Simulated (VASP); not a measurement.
# Sn3IO7 (a cell with a defect) in VASP: a series of runs

Aim: see how the results for Sn3IO7 (a cell with a defect) move with the level of theory and the settings. Levels: PBEsol, PBEsol+D3(BJ). Tasks: single point.

All numbers are computed with VASP 6.6.1; they aren't measurements. Logs are shortened: lines on timing, memory, paths and dates and some standing lists are left out, and cuts for length are marked.

### 1 The cell of the first run

The cell holds a defect, 11 atoms: a = 4.769 Å, b = 4.769 Å, c = 6.424 Å, α = 90.00°, β = 90.00°, γ = 90.00°.

### 2 Single point, PBEsol, collinear spin

INCAR

```
PREC = Accurate
ENCUT = 520
EDIFF = 1E-6
ISMEAR = -1
SIGMA = 0.05
LREAL = F
LASPH = T
NELM = 150
ALGO = Normal
ISIF = 2
LWAVE = F
LCHARG = F
ISPIN = 2
MAGMOM = 0 0.375 0.375 0 0 0.375 0.375 0.375 0.375 0.375 0.375
LORBIT = 11
GGA = PS
NBANDS = 60
NELECT = 93.0
```

KPOINTS

```
Automatic mesh
0
Gamma
  2 2 2
  0.5 0.5 0.5
```

POSCAR

```
Sn3IO7
1.0
    4.7690460000      0.0000000000      0.0000000000
    0.0000000000      4.7690460000      0.0000000000
    0.0000000000      0.0000000000      6.4242020000
Sn O I
3 7 1
Direct
    0.9968790000      0.0083240000      0.9929050000
    0.4796020000      0.5259680000      0.2432020000
    0.4976960000      0.5144210000      0.7716970000
    0.3213420000      0.3031810000      0.9884700000
    0.6995060000      0.6715420000      0.0138430000
    0.6968450000      0.6969000000      0.5056610000
    0.1863140000      0.7705410000      0.2659810000
    0.2187220000      0.7987730000      0.7722590000
    0.8093890000      0.1965150000      0.2481690000
    0.7953620000      0.2020030000      0.7600110000
    0.3191450000      0.2820380000      0.4998870000
```

Potentials or basis: VASP PAW PBE potentials, release 64 (Sn_d, O, I).

Run with:

```sh
> cat potpaw_PBE.64/Sn_d/POTCAR potpaw_PBE.64/O/POTCAR potpaw_PBE.64/I/POTCAR > POTCAR
> mpirun -np 1 vasp_std > vasp.out
```

OUTCAR:

```text
PREC = Accurate
   ENCUT = 520
   EDIFF = 1E-6
   ISMEAR = -1
   LREAL = F
   LASPH = T
   NELM = 150
   ISIF = 2
   ISPIN = 2
   LORBIT = 11
   GGA = PS
   NELECT = 93.0

 ion  position               nearest neighbor table
   1  0.997  0.008  0.993-  10 2.00   8 2.03   9 2.07   4 2.09   5 2.15   7 2.28   2 3.63   3 3.64
                             3 3.64   3 3.68   3 3.68   2 3.74   2 3.74
   2  0.480  0.526  0.243-   7 1.83   5 1.94   4 2.09   6 2.14  11 2.16   9 2.22   3 3.03   3 3.40
                             1 3.63   1 3.74   1 3.74
   3  0.498  0.514  0.772-   8 1.90   4 1.91   5 1.98  10 2.06   6 2.14  11 2.24   2 3.03   2 3.40
                             1 3.64   1 3.64   1 3.68   1 3.68
   4  0.321  0.303  0.988-   3 1.91   1 2.09   2 2.09
   5  0.700  0.672  0.014-   2 1.94   3 1.98   1 2.15
   6  0.697  0.697  0.506-   3 2.14   2 2.14  11 2.68
   7  0.186  0.771  0.266-   2 1.83   1 2.28
   8  0.219  0.799  0.772-   3 1.90   1 2.03
   9  0.809  0.197  0.248-   1 2.07   2 2.22
  10  0.795  0.202  0.760-   1 2.00   3 2.06
  11  0.319  0.282  0.500-   2 2.16   3 2.24   6 2.68

  LATTYP: Found a simple tetragonal cell.
 ALAT       =     4.7690460000
 C/A-ratio  =     1.3470622846

  Lattice vectors:

 A1 = (   4.7690460000,   0.0000000000,   0.0000000000)
 A2 = (   0.0000000000,   4.7690460000,   0.0000000000)
 A3 = (   0.0000000000,   0.0000000000,   6.4242020000)

Analysis of symmetry for initial positions (statically):
=====================================================================
 Subroutine PRICEL returns:
 Original cell was already a primitive cell.

 Routine SETGRP: Setting up the symmetry group for a
 simple tetragonal supercell.

 Subroutine GETGRP returns: Found  1 space group operations
 (whereof  1 operations were pure point group operations)
 out of a pool of 16 trial point group operations.

The static configuration has the point symmetry C_1 .

Analysis of symmetry for dynamics (positions and initial velocities):
=====================================================================
 Subroutine PRICEL returns:
 Original cell was already a primitive cell.

 Routine SETGRP: Setting up the symmetry group for a
 simple tetragonal supercell.

 Subroutine GETGRP returns: Found  1 space group operations
 (whereof  1 operations were pure point group operations)
 out of a pool of 16 trial point group operations.

The dynamic configuration has the point symmetry C_1 .

[... 157 lines left out ...]

 val. band max:        6.2191296059   @ k =   0.2500   0.2500   0.2500
 cond. band min:       6.4865124384   @ k =   0.2500   0.2500   0.2500
 fundamental gap:      0.2673828325
 Fermi energy:         6.3636868617

 spin component 1

 k-point     1 :       0.2500    0.2500    0.2500
  band No.  band energies     occupation
      1     -16.4222      1.00000
      2     -15.8834      1.00000
      3     -15.7294      1.00000
      4     -15.3907      1.00000
      5     -15.3063      1.00000
      6     -15.1721      1.00000
[... 233 lines left out ...]
     57      15.5279      0.00000
     58      15.9854      0.00000
 Fermi energy:         6.3636868617

 spin component 2

 k-point     1 :       0.2500    0.2500    0.2500
  band No.  band energies     occupation
      1     -16.4012      1.00000
      2     -15.8649      1.00000
      3     -15.7122      1.00000
      4     -15.3760      1.00000
      5     -15.3018      1.00000
      6     -15.1663      1.00000
[... 233 lines left out ...]
     57      15.5842      0.00000
     58      16.0661      0.00000
 [bands above 58 left out]

------------------------ aborting loop because EDIFF is reached ----------------------------------------

  FORCE on cell =-STRESS in cart. coord.  units (eV):
  Direction    XX          YY          ZZ          XY          YZ          ZX
  --------------------------------------------------------------------------------------
  -------------------------------------------------------------------------------------
  Total       43.0470762     50.8713485     67.5235909      9.7863899     -4.7739821     -2.6892015
  in kB      472.0326399    557.8296842    740.4298204    107.3126419    -52.3490921    -29.4884350
  external PRESSURE =     590.0973815 kB  Pullay stress =       0.0000000 kB

 VOLUME and BASIS-vectors are now :
 -----------------------------------------------------------------------------
  energy-cutoff  :      520.00
  volume of cell :      146.11
      direct lattice vectors                 reciprocal lattice vectors
     4.769046000  0.000000000  0.000000000     0.209685543  0.000000000  0.000000000
     0.000000000  4.769046000  0.000000000     0.000000000  0.209685543  0.000000000
     0.000000000  0.000000000  6.424202000     0.000000000  0.000000000  0.155661357

 POSITION                                       TOTAL-FORCE (eV/Angst)
 -----------------------------------------------------------------------------------
      4.75416      0.03970      6.37862        -0.183318     -0.407817      1.599067
      2.28724      2.50837      1.56238         8.578837      4.448510     -8.381055
      2.37354      2.45330      4.95754         6.687235      4.862010      4.323882
      1.53249      1.44588      6.35013        -1.716184     -1.728826      2.213007
      3.33598      3.20261      0.08893         1.903190      2.100087     -0.682661
      3.32329      3.32355      3.24847        -0.461076     -0.487896      0.213345
      0.88854      3.67475      1.70872        -3.087027      3.770877     -1.822610
      1.04310      3.80939      4.96115        -1.858691      1.827715      0.693075
      3.86001      0.93719      1.59429        -0.036021      0.214594     -1.033578
      3.79312      0.96336      4.88246         0.575573     -0.162773      0.435275
      1.52202      1.34505      3.21138       -10.402517    -14.436481      2.442252
 -----------------------------------------------------------------------------------
    total drift:                                0.002305      0.001036     -0.001218

  FREE ENERGIE OF THE ION-ELECTRON SYSTEM (eV)
  ---------------------------------------------------
  free  energy   TOTEN  =       -41.1756630412 eV

  energy  without entropy=      -41.1637758294  energy(sigma->0) =      -41.16971944

 total charge

# of ion       s       p       d       tot
------------------------------------------
    1        0.944   1.111  10.356  12.410
    2        1.039   1.547  10.581  13.167
    3        1.006   1.508  10.599  13.114
    4        1.569   3.574   0.000   5.143
    5        1.569   3.570   0.000   5.138
    6        1.587   3.347   0.000   4.934
    7        1.580   3.480   0.000   5.060
    8        1.568   3.515   0.000   5.084
    9        1.576   3.389   0.000   4.966
   10        1.571   3.463   0.000   5.035
   11        1.570   3.099   0.140   4.810
--------------------------------------------------
tot         15.581  31.603  31.676  78.860

 magnetization (x)

# of ion       s       p       d       tot
------------------------------------------
    1       -0.003  -0.001   0.002  -0.002
    2       -0.001  -0.003   0.012   0.008
    3       -0.001  -0.001   0.012   0.010
    4        0.001   0.014   0.000   0.015
    5        0.000   0.009   0.000   0.009
    6        0.004   0.355   0.000   0.359
    7        0.001   0.042   0.000   0.043
    8        0.001   0.024   0.000   0.025
    9        0.003   0.128   0.000   0.131
   10        0.002   0.064   0.000   0.066
   11        0.006   0.190  -0.001   0.195
--------------------------------------------------
tot          0.013   0.820   0.025   0.858
```

stdout:

```text
POSCAR found type information on POSCAR SnO I
 POSCAR found :  3 types and      11 ions
 scaLAPACK will be used
 -----------------------------------------------------------------------------
|                                                                             |
|                                                                             |
|     You enforced a specific xc type in the INCAR file but a different       |
|     I HOPE YOU KNOW WHAT YOU ARE DOING!                                     |
|                                                                             |
 -----------------------------------------------------------------------------

 LDA part: xc-table for (Slater+PW92), standard interpolation
 POSCAR, INCAR and KPOINTS ok, starting setup
 FFT: planning ... GRIDC
 FFT: planning ... GRID_SOFT
 FFT: planning ... GRID
 WAVECAR not read
 entering main loop
 the old and the new charge density differ
 old charge density:    91.00000 new   93.00000
    0.269E+01
```

Run time: 55 s. Hardware: 1 thread of Intel Xeon 6975P-C (Granite Rapids), shared host; peak memory 0.3 GiB.

What came out:

| Item | Value |
| --- | --- |
| Free energy | -41.1757 eV |
| Largest force | 17.961 eV/Å |
| Net moment | 0.99 μB per cell |
| Site moments | Sn -0.00, +0.01 (each value once); O +0.01, +0.36, +0.04, +0.03, +0.13, +0.07 (each value once); I +0.20 μB |
| Valence electrons inside the program's atomic spheres | Sn 12.41, 13.17, 13.11; O 5.14, 4.93, 5.06, 5.08, 4.97, 5.04 (each value once); I 4.81 |

Forces on the atoms (eV/Å):
```
Sn   -0.183  -0.408   1.599
Sn    8.579   4.449  -8.381
Sn    6.687   4.862   4.324
O    -1.716  -1.729   2.213
O     1.903   2.100  -0.683
O    -0.461  -0.488   0.213
O    -3.087   3.771  -1.823
O    -1.859   1.828   0.693
O    -0.036   0.215  -1.034
O     0.576  -0.163   0.435
I   -10.403 -14.436   2.442
```

Caveat: the k points lie up to 0.66 Å⁻¹ apart; the cell carries a net charge on a neutralising background, which shifts energy and pressure; the cell is charged against a uniform background, so pressure and absolute levels hang on convention; the PAW data sets were made with another functional, which shifts forces and pressure a little; spin-orbit coupling is left out, which moves the levels of the heavy elements.

### 3 Single point, PBEsol+D3(BJ), collinear spin

INCAR

```
SYSTEM = Sn3IO7
PREC = Accurate
ENCUT = 520
EDIFF = 1E-7
ISMEAR = -1
SIGMA = 0.05
LREAL = .False.
LASPH = .True.
NELM = 150
ALGO = Normal
ISIF = 2
LWAVE = .False.
LCHARG = .False.
ISPIN = 2
MAGMOM = 0 0.375 0.375 0 0 0.375 0.375 0.375 0.375 0.375 0.375
LORBIT = 11
GGA = PS
IVDW = 12
NELECT = 93.0
NBANDS = 60
```

KPOINTS is that of step 2.

POSCAR is that of step 2.

Potentials or basis: VASP PAW PBE potentials, release 64 (Sn_d, O, I).

Run with:

```sh
> cat potpaw_PBE.64/Sn_d/POTCAR potpaw_PBE.64/O/POTCAR potpaw_PBE.64/I/POTCAR > POTCAR
> mpirun -np 1 vasp_std > vasp.out
```

Run time: 56 s. Hardware: 1 thread of Intel Xeon 6975P-C (Granite Rapids), shared host; peak memory 0.31 GiB.

Results (log left out):

- Free energy: -43.3429 eV
- Largest force: 17.954 eV/Å
- Net moment: 0.99 μB per cell
- Site moments: Sn -0.00, +0.01 (each value once); O +0.01, +0.36, +0.04, +0.03, +0.13, +0.07 (each value once); I +0.20 μB
- Valence electrons inside the program's atomic spheres: Sn 12.41, 13.17, 13.11; O 5.14, 4.93, 5.06, 5.08, 4.97, 5.04 (each value once); I 4.81
- Dispersion energy per atom: -0.197 eV

Forces in eV/Å, atoms in the order of the input:
```
Sn   -0.186  -0.412   1.599
Sn    8.578   4.448  -8.373
Sn    6.687   4.861   4.317
O    -1.717  -1.729   2.213
O     1.904   2.102  -0.683
O    -0.460  -0.487   0.213
O    -3.090   3.773  -1.822
O    -1.862   1.830   0.694
O    -0.034   0.211  -1.034
O     0.578  -0.166   0.436
I   -10.399 -14.431   2.442
```

Levels at points of the mesh, in eV from the Fermi level:
Spin up:
```csv
k point,band 44,band 45,band 46,band 47,band 48,band 49,band 50,band 51
"(0.25, 0.25, 0.25)",-1.06,-0.80,-0.52,-0.29,3.59,4.60,5.16,5.87
```
Spin down:
```csv
k point,band 44,band 45,band 46,band 47,band 48,band 49
"(0.25, 0.25, 0.25)",-0.87,-0.56,-0.14,0.12,3.67,4.65
```

Caveat: the k points lie up to 0.66 Å⁻¹ apart; the cell carries a net charge on a neutralising background, which shifts energy and pressure; the cell is charged against a uniform background, so pressure and absolute levels hang on convention; three body term missing; the PAW data sets were made with another functional, which shifts forces and pressure a little; spin-orbit coupling is left out, which moves the levels of the heavy elements.

(Part 1 of 2 ends here.)
